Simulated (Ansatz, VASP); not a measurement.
**One calculation of SrCr, two programs**

The input INCAR:

```
SYSTEM = SrCr
PREC = Accurate
ENCUT = 520
EDIFF = 1E-6
ISMEAR = 0
SIGMA = 0.1
LREAL = .FALSE.
LASPH = .TRUE.
NELM = 150
ALGO = Normal
ISIF = 2
LWAVE = .FALSE.
LCHARG = .FALSE.
ISPIN = 2
MAGMOM = 0 3
LORBIT = 11
LMAXMIX = 4
GGA = PE
NBANDS = 22
```

The input KPOINTS:

```
regular mesh
0
G
  6 6 4
  0 0 0
```

POSCAR

```
SrCr
1.0
    3.2829202153      0.0000000000      0.0000000000
    0.0000000000      3.2829202153      0.0000000000
    0.0000000000      0.0000000000      4.3029704251
Sr Cr
1 1
Direct
    0.5000000000      0.5000000000      0.5000000000
    0.0000000000      0.0000000000      0.0000000000
```

Input for Ansatz:

```yaml
crystal:
  lattice:
    - [3.2829202153, 0.0, 0.0]
    - [0.0, 3.2829202153, 0.0]
    - [0.0, 0.0, 4.3029704251]
  atoms:
    - { symbol: Sr, position: [0.5, 0.5, 0.5] }
    - { symbol: Cr, position: [0.0, 0.0, 0.0], spin: 3.0 }
basis:
  ecutwfc: 420
kpoints:
  mp_grid: { grid: [6, 6, 4] }
hamiltonian:
  xc: pbe
scf:
  occupations: { method: gaussian, width: 0.1 }
  lower_state_search: "off"
output:
  forces: true
  stress: true
  eigenvalues: true
  populations: true
magnetization:
  spin_polarized: true
```

Alike in both runs: task single point; functional PBE; k mesh 6 × 6 × 4; occupations gaussian, width 0.1 eV; collinear spin.

```csv
,VASP,Ansatz
version,VASP 6.6.1,Ansatz 0.2.0
potentials or method,"VASP PAW PBE potentials, release 64 (Sr_sv, Cr_pv), cutoff 520 eV","scalar-relativistic, plane waves, PAW"
valence electrons in the cell,22,24
```

|  | VASP | Ansatz | Ansatz less VASP |
| --- | --- | --- | --- |
| gap on the k mesh at the Fermi level (eV) | none | none | - |
| pressure (GPa) | 11.1 | 10.9 | -0.25 |
| traceless stress, the component that is largest in VASP (GPa) | -1.84 | -1.83 | +0.016 |
| net moment per atom (μB) | 1.98 | 1.98 | -0.001 |
| size of the moment on the site where the two differ most (μB) | 3.56 | 3.72 | +0.162 |

Site moments also hang on the region over which each program counts them. A gap of «none» marks a metal or a gap that the smearing closes. VASP's potentials hold 22 valence electrons a cell and Ansatz's 24, so a difference there can come from the potentials and not from the codes.

The k mesh is coarse, so the values compare programs but aren't converged.
